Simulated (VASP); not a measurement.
# Si: single point with LDA

The system is Si.

```xyz
2
Lattice="-2.2050 2.3201 1.2490 2.2050 -2.3201 1.2490 2.2050 2.3201 -1.2490" Properties=species:S:1:pos:R:3 pbc="T T T"
Si    0.0000    1.1601    1.3914
Si    2.2050    1.1601   -0.1424
```

| Property | Result |
| --- | --- |
| Program | VASP 6.6.1 |
| Task | single point |
| Functional | LDA |
| Potentials or basis | VASP PAW LDA potentials, release 64 (Si) |
| Cutoff | 520 eV |
| k mesh | 16 × 16 × 16 |
| Occupations | fermi-dirac, width 0.05 eV |
| Spin | no spin polarisation |
| Dipole correction | no |
| Further INCAR settings | ALGO = Normal; EDIFF = 1e-06; NBANDS = 11 |

```json
{"Pressure": "22.4 GPa", "Largest force": "0.046 eV/Å", "Band gap on the k mesh": "zero (bands 4 and 5 overlap by 7.80 eV)"}
```

Forces on the atoms (eV/Å):
```
Si   0.000  0.000 -0.046
Si   0.000  0.000  0.046
```

Stress tensor (GPa, compression positive):
```
21.05  0.00  0.00
 0.00 25.16  0.00
 0.00  0.00 21.08
```

Levels at points of the mesh, in eV from the Fermi level:
| k point | band 1 | band 2 | band 3 | band 4 | band 5 | band 6 | band 7 | band 8 |
| --- | --- | --- | --- | --- | --- | --- | --- | --- |
| (0.00, 0.00, 0.00) | -15.35 | -3.10 | -2.58 | -1.48 | 0.84 | 7.87 | 9.56 | 10.42 |
| (0.50, 0.00, 0.00) | -8.17 | -7.94 | -1.82 | -1.47 | -1.24 | -0.12 | 5.11 | 5.40 |
| (0.00, 0.50, 0.00) | -8.04 | -7.68 | -2.94 | -2.29 | -1.25 | 0.84 | 5.45 | 6.33 |
| (0.50, 0.50, 0.00) | -11.86 | -11.86 | 0.11 | 0.11 | 3.05 | 3.05 | 9.07 | 9.07 |
| (0.50, 0.50, 0.50) | -9.44 | -8.35 | -8.09 | -7.79 | 6.01 | 6.62 | 14.98 | 15.50 |

Run time: 3.1 min on 1 thread of Intel Xeon 8259CL (shared host), peak memory 0.25 GiB.

Caveat: the cell stands under pressure.
